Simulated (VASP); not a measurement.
# LiSi16 (a cell with a defect) in VASP: relaxation of the atoms with PBE

Aim: the relaxation of the atoms of LiSi16 (a cell with a defect) with PBE.

Everything below comes from runs of VASP 6.6.1. Logs are shortened: lines on timing, memory, paths and dates and some standing lists are left out, and cuts for length are marked.

## (1) The cell of the first run

The cell holds a defect, 17 atoms: a = 7.679 Å, b = 7.679 Å, c = 7.679 Å, α = 60.00°, β = 60.00°, γ = 60.00°.

## (2) Relaxation of the atoms, PBE

INCAR

```
ALGO     = Normal         # electronic algorithm
EDIFF    = 1E-6           # SCF threshold, eV
EDIFFG   = -0.03          # ionic threshold
ENCUT    = 520            # plane-wave cutoff, eV
GGA      = PE             # functional
IBRION   = 2              # ionic algorithm
ISIF     = 2              # what is computed and relaxed
ISMEAR   = 0              # smearing method
LASPH    = True           # aspherical terms in the spheres
LCHARG   = False          # write CHGCAR
LREAL    = Auto         
LWAVE    = False          # write WAVECAR
NELECT   = 66.0         
NELM     = 60             # most SCF steps
NSW      = 80             # ionic steps
PREC     = Accurate       # precision mode
SIGMA    = 0.05           # smearing width, eV
```

KPOINTS

```
k-points
0
Gamma
  2 2 2
```

POSCAR

```
LiSi16
1.0
    0.0000000000      5.4300000000      5.4300000000
    5.4300000000      0.0000000000      5.4300000000
    5.4300000000      5.4300000000      0.0000000000
Si Li
16 1
Direct
    0.0000000000      0.0000000000      0.0000000000
    0.1250000000      0.1250000000      0.1250000000
    0.0000000000      0.0000000000      0.5000000000
    0.1250000000      0.1250000000      0.6250000000
    0.0000000000      0.5000000000      0.0000000000
    0.1250000000      0.6250000000      0.1250000000
    0.0000000000      0.5000000000      0.5000000000
    0.1250000000      0.6250000000      0.6250000000
    0.5000000000      0.0000000000      0.0000000000
    0.6250000000      0.1250000000      0.1250000000
    0.5000000000      0.0000000000      0.5000000000
    0.6250000000      0.1250000000      0.6250000000
    0.5000000000      0.5000000000      0.0000000000
    0.6250000000      0.6250000000      0.1250000000
    0.5000000000      0.5000000000      0.5000000000
    0.6250000000      0.6250000000      0.6250000000
    1.2488697500      0.2433470800      0.2547406200
```

Potentials or basis: VASP PAW PBE potentials, release 64 (Si, Li_sv).

The run is started by

```sh
cat potpaw_PBE.64/Si/POTCAR potpaw_PBE.64/Li_sv/POTCAR > POTCAR
mpirun -np 1 vasp_std > vasp.out
```

OUTCAR:

```text
EDIFF = 1E-6
   EDIFFG = -0.03
   ENCUT = 520
   GGA = PE
   IBRION = 2
   ISIF = 2
   ISMEAR = 0
   LASPH = True
   LREAL = Auto
   NELECT = 66.0
   NELM = 60
   NSW = 80
   PREC = Accurate

 ion  position               nearest neighbor table
   1  0.000  0.000  0.000-   2 2.35   4 2.35   6 2.35  10 2.35
   2  0.125  0.125  0.125-  17 2.33   3 2.35   5 2.35   9 2.35   1 2.35
   3  0.000  0.000  0.500-   2 2.35   4 2.35   8 2.35  12 2.35  17 2.67
   4  0.125  0.125  0.625-  17 2.32   3 2.35   7 2.35  11 2.35   1 2.35
   5  0.000  0.500  0.000-   2 2.35   6 2.35   8 2.35  14 2.35  17 2.73
   6  0.125  0.625  0.125-   1 2.35   5 2.35   7 2.35  13 2.35  17 2.39
   7  0.000  0.500  0.500-   4 2.35   6 2.35   8 2.35  16 2.35  17 2.73
   8  0.125  0.625  0.625-   3 2.35   5 2.35   7 2.35  15 2.35
   9  0.500  0.000  0.000-   2 2.35  10 2.35  12 2.35  14 2.35  17 2.71
  10  0.625  0.125  0.125-   1 2.35   9 2.35  11 2.35  13 2.35  17 2.36
  11  0.500  0.000  0.500-   4 2.35  10 2.35  12 2.35  16 2.35  17 2.70
  12  0.625  0.125  0.625-   3 2.35   9 2.35  11 2.35  15 2.35
  13  0.500  0.500  0.000-   6 2.35  10 2.35  14 2.35  16 2.35  17 2.76
  14  0.625  0.625  0.125-   5 2.35   9 2.35  13 2.35  15 2.35
  15  0.500  0.500  0.500-   8 2.35  12 2.35  14 2.35  16 2.35
  16  0.625  0.625  0.625-   7 2.35  11 2.35  13 2.35  15 2.35
  17  0.249  0.243  0.255-   4 2.32   2 2.33  10 2.36   6 2.39   3 2.67  11 2.70   9 2.71   7 2.73
                             5 2.73  13 2.76

  LATTYP: Found a face centered cubic cell.
 ALAT       =    10.8600000000

  Lattice vectors:

 A1 = (   0.0000000000,   5.4300000000,   5.4300000000)
 A2 = (   5.4300000000,   0.0000000000,   5.4300000000)
 A3 = (   5.4300000000,   5.4300000000,   0.0000000000)

Analysis of symmetry for initial positions (statically):
=====================================================================
 Subroutine PRICEL returns:
 Original cell was already a primitive cell.

 Routine SETGRP: Setting up the symmetry group for a
 face centered cubic supercell.

 Subroutine GETGRP returns: Found  1 space group operations
 (whereof  1 operations were pure point group operations)
 out of a pool of 48 trial point group operations.

The static configuration has the point symmetry C_1 .

Analysis of symmetry for dynamics (positions and initial velocities):
=====================================================================
 Subroutine PRICEL returns:
 Original cell was already a primitive cell.

 Routine SETGRP: Setting up the symmetry group for a
 face centered cubic supercell.

 Subroutine GETGRP returns: Found  1 space group operations
 (whereof  1 operations were pure point group operations)
 out of a pool of 48 trial point group operations.

The dynamic configuration has the point symmetry C_1 .

 Subroutine INISYM returns: Found  1 space group operations
 (whereof  1 operations are pure point group operations),
 and found     1 'primitive' translations

----------------------------------------------------------------------------------------

                                     Primitive cell

  volume of cell :     320.2060

  direct lattice vectors                    reciprocal lattice vectors
     0.000000000  5.430000000  5.430000000    -0.092081031  0.092081031  0.092081031
     5.430000000  0.000000000  5.430000000     0.092081031 -0.092081031  0.092081031
     5.430000000  5.430000000  0.000000000     0.092081031  0.092081031 -0.092081031

  length of vectors
     7.679179644  7.679179644  7.679179644     0.159489025  0.159489025  0.159489025

  position of ions in fractional coordinates (direct lattice)
     0.000000000  0.000000000  0.000000000
     0.125000000  0.125000000  0.125000000
     0.000000000  0.000000000  0.500000000
     0.125000000  0.125000000  0.625000000
     0.000000000  0.500000000  0.000000000
     0.125000000  0.625000000  0.125000000
[... 9 lines left out ...]
     0.625000000  0.625000000  0.625000000
     0.248869750  0.243347080  0.254740620

  ion indices of the primitive-cell ions
   primitive index   ion index
                 1           1
                 2           2
                 3           3
                 4           4
                 5           5
                 6           6
[... 9 lines left out ...]
                16          16
                17          17

----------------------------------------------------------------------------------------

 KPOINTS: k-points

Automatic generation of k-mesh.
 Grid dimensions read from file:
 generate k-points for:    2    2    2

 Generating k-lattice:

  Cartesian coordinates                     Fractional coordinates (reciprocal lattice)
    -0.046040516  0.046040516  0.046040516     0.500000000  0.000000000  0.000000000
     0.046040516 -0.046040516  0.046040516     0.000000000  0.500000000  0.000000000
     0.046040516  0.046040516 -0.046040516     0.000000000  0.000000000  0.500000000

  Length of vectors
     0.079744512  0.079744512  0.079744512

  Shift w.r.t. Gamma in fractional coordinates (k-lattice)
     0.000000000  0.000000000  0.000000000

 Subroutine IBZKPT returns following result:
 ===========================================

 Found      8 irreducible k-points:

 Following reciprocal coordinates:
            Coordinates               Weight
  0.000000  0.000000  0.000000      1.000000
  0.500000  0.000000  0.000000      1.000000
  0.000000  0.500000  0.000000      1.000000
  0.000000  0.000000  0.500000      1.000000
  0.500000  0.500000  0.500000      1.000000
  0.500000  0.500000  0.000000      1.000000
  0.000000  0.500000  0.500000      1.000000
  0.500000  0.000000  0.500000      1.000000
   k-points           NKPTS =      8   k-points in BZ     NKDIM =      8   number of bands    NBANDS=     42
   number of dos      NEDOS =    301   number of ions     NIONS =     17
   total plane-waves  NPLWV = 216000
   dimension x,y,z NGX =    60 NGY =   60 NGZ =   60
   dimension x,y,z NGXF=   120 NGYF=  120 NGZF=  120
   ions per type =              16   1
   NGX,Y,Z   is equivalent  to a cutoff of  12.99, 12.99, 12.99 a.u.
   NGXF,Y,Z  is equivalent  to a cutoff of  25.98, 25.98, 25.98 a.u.
 SYSTEM =  unknown system
   PREC   = accura    normal or accurate (medium, high low for compatibility)
   ISTART =      0    job   : 0-new  1-cont  2-samecut
   ICHARG =      2    charge: 1-file 2-atom 10-const
   ISPIN  =      1    spin polarized calculation?
   LNONCOLLINEAR =      F non collinear calculations
   LSORBIT =      F    spin-orbit coupling
   LASPH  =      T    aspherical Exc in radial PAW
   ENCUT  =  520.0 eV  38.22 Ry    6.18 a.u.  14.28 14.28 14.28*2*pi/ulx,y,z
   NELM   =     60;   NELMIN=  2; NELMDL= -5     # of ELM steps
   EDIFF  = 0.1E-05   stopping-criterion for ELM
   LREAL  =      T    real-space projection
   EDIFFG = -.3E-01   stopping-criterion for IOM
   NSW    =     80    number of steps for IOM
   IBRION =      2    ionic relax: 0-MD 1-quasi-New 2-CG
   NFREE  =      1    steps in history (QN), initial steepest desc. (CG)
   ISIF   =      2    stress and relaxation
   ISYM   =      2    0-nonsym 1-usesym 2-fastsym
   POTIM  = 0.5000    time-step for ionic-motion
   TEBEG  =    0.0;   TEEND  =   0.0 temperature during run
   PSTRESS=    0.0 pullay stress
   NELECT =      66.0000    total number of electrons
   NUPDOWN=      -1.0000    fix difference up-down
   EMIN   =  10.00;   EMAX   =-10.00  energy-range for DOS
   EFERMI =   0.00;   METHOD = LEGACY
   ISMEAR =     0;   SIGMA  =   0.05  broadening in eV -4-tet -1-fermi 0-gaus
   EFERMI_NEDOS =   21; number of points for ismear=-14 and -15
   IALGO  =     38    algorithm
   IMIX   =      4    mixing-type and parameters
     AMIX     =   0.40;   BMIX     =  1.00
     AMIX_MAG =   1.60;   BMIX_MAG =  1.00
  volume/ion in A,a.u.               =      18.84       127.11
  Fermi-wavevector in a.u.,A,eV,Ry     =   0.967044  1.827449 12.723821  0.935174
  Thomas-Fermi vector in A             =   2.096897
   LORBIT       =      0    0 simple, 1 ext, 2 COOP (PROOUT), +10 PAW based schemes
   GGA     = PE    functional components
   LHFCALC =     F    Hartree Fock is set to
   AEXX    =    0.0000 exact exchange contribution
   IVDW    =     0    specifies the selected vdW correction
   LEPSILON=     F    determine dielectric tensor
   LRPA    =     F    only Hartree local field effects (RPA)
 conjugate gradient relaxation of ions
 non-spin polarized calculation
 Gauss-broadening in eV      SIGMA  =   0.05
  energy-cutoff  :      520.00
  volume of cell :      320.21
 maximum number of plane-waves:      8646
 NGX is ok and might be reduce to    60
   NGX = 29   NGY = 29   NGZ = 29

--------------------------------------- Ionic step        1  -------------------------------------------

 number of electron      66.0000004 magnetization

 Free energy of the ion-electron system (eV)
  ---------------------------------------------------
  ext. energy  EPLUGINS =         0.00000000
  ---------------------------------------------------
  free energy    TOTEN  =       -93.39861665 eV

  energy without entropy =      -93.39861665  energy(sigma->0) =      -93.39861665

------------------------ aborting loop because EDIFF is reached ----------------------------------------

  FORCE on cell =-STRESS in cart. coord.  units (eV):
  Direction    XX          YY          ZZ          XY          YZ          ZX
  --------------------------------------------------------------------------------------
  -------------------------------------------------------------------------------------
  Total       -1.0150189     -1.0144144     -1.0069977      0.2506863      0.0544685     -0.1138265
  in kB       -5.0787310     -5.0757067     -5.0385966      1.2543297      0.2725375     -0.5695405
  external PRESSURE =      -5.0643448 kB  Pullay stress =       0.0000000 kB
[... 342 lines left out ...]
  energy  without entropy=      -93.5135079395  energy(sigma->0) =      -93.51350794

--------------------------------------- Ionic step        8  -------------------------------------------

 number of electron      65.9999998 magnetization

 Free energy of the ion-electron system (eV)
  ---------------------------------------------------
  ext. energy  EPLUGINS =         0.00000000
  ---------------------------------------------------
  free energy    TOTEN  =       -93.51388779 eV

  energy without entropy =      -93.51388779  energy(sigma->0) =      -93.51388779

 E-fermi :   6.3380     XC(G=0):  -9.4409

 val. band max:        6.0412434809   @ k =   0.0000   0.0000   0.0000
 cond. band min:       6.6829576332   @ k =   0.0000   0.0000   0.0000
 fundamental gap:      0.6417141523
 Fermi energy:         6.3379522792

 k-point     1 :       0.0000    0.0000    0.0000
  band No.  band energies     occupation
      1     -40.3792      2.00000
      2      -5.9233      2.00000
      3      -3.6728      2.00000
      4      -3.6112      2.00000
      5      -3.6110      2.00000
      6      -3.6109      2.00000
[... 393 lines left out ...]
  FREE ENERGIE OF THE ION-ELECTRON SYSTEM (eV)
  ---------------------------------------------------
  free  energy   TOTEN  =       -93.5138877879 eV

  energy  without entropy=      -93.5138877879  energy(sigma->0) =      -93.51388779

 reached required accuracy - stopping structural energy minimisation
```

Wall time 9.1 min (1 thread of Intel Xeon Platinum 8559C (Emerald Rapids), shared host); peak memory 0.54 GiB.

Results:

* Free energy: -93.5139 eV
* Energy gained by relaxing: 6.8 meV/atom
* Ionic steps: 8
* Largest force after relaxing: 0.026 eV/Å

Forces in eV/Å, atoms in the order of the input:
```
Si  -0.001  0.004 -0.009
Si   0.003  0.006  0.002
Si   0.001  0.000  0.005
Si  -0.010 -0.008  0.007
Si  -0.005  0.007 -0.004
Si   0.016 -0.016  0.014
Si  -0.007  0.005 -0.005
Si   0.003 -0.002 -0.006
Si   0.006 -0.002 -0.001
Si  -0.006  0.006  0.002
Si   0.003 -0.006 -0.002
Si  -0.005  0.006 -0.007
Si  -0.003  0.003 -0.009
Si  -0.003 -0.002  0.001
Si   0.000  0.000  0.000
Si   0.002  0.004  0.000
Li   0.005 -0.005  0.012
```

Step by step:
```csv
step,energy change (eV),largest force (eV/Å),pressure (GPa)
1,0.0000,1.0320,-0.51
2,-0.1119,0.1179,-0.58
3,-0.1120,0.1158,-0.58
4,-0.1141,0.0978,-0.58
5,-0.1142,0.0903,-0.58
6,-0.1148,0.0581,-0.58
7,-0.1149,0.0556,-0.58
8,-0.1153,0.0263,-0.57
```

Final structure:
```xyz
17
Lattice="0.0000 5.4300 5.4300 5.4300 0.0000 5.4300 5.4300 5.4300 0.0000" Properties=species:S:1:pos:R:3 pbc="T T T"
Si    5.4282    5.4334   10.8526
Si    1.3306    1.3315    1.3293
Si    8.1453    8.1455   10.8370
Si    4.0998    4.1009    1.3283
Si    8.1430   10.8387    8.1429
Si    4.0930    1.3373    4.0919
Si    5.4515    8.1474    8.1425
Si    6.7783    4.0818    4.0811
Si   10.8380    8.1442    8.1440
Si    1.3330    4.0973    4.0953
Si    8.1462    5.4523    8.1436
Si    4.0821    6.7780    4.0817
Si    8.1439    8.1461    5.4509
Si    4.0810    4.0813    6.7785
Si    5.4302    5.4298    5.4305
Si    6.7786    6.7789    6.7784
Li    2.7120    2.7201    2.7042
```

Caveat: the k points lie up to 0.50 Å⁻¹ apart; the cell carries a net charge on a neutralising background, which shifts energy and pressure; the cell is charged against a uniform background, so pressure and absolute levels hang on convention; the cutoff is under 1.25 times the usual one of these potentials, so pressure, stress and relaxed cells hold a basis-set (Pulay) error.
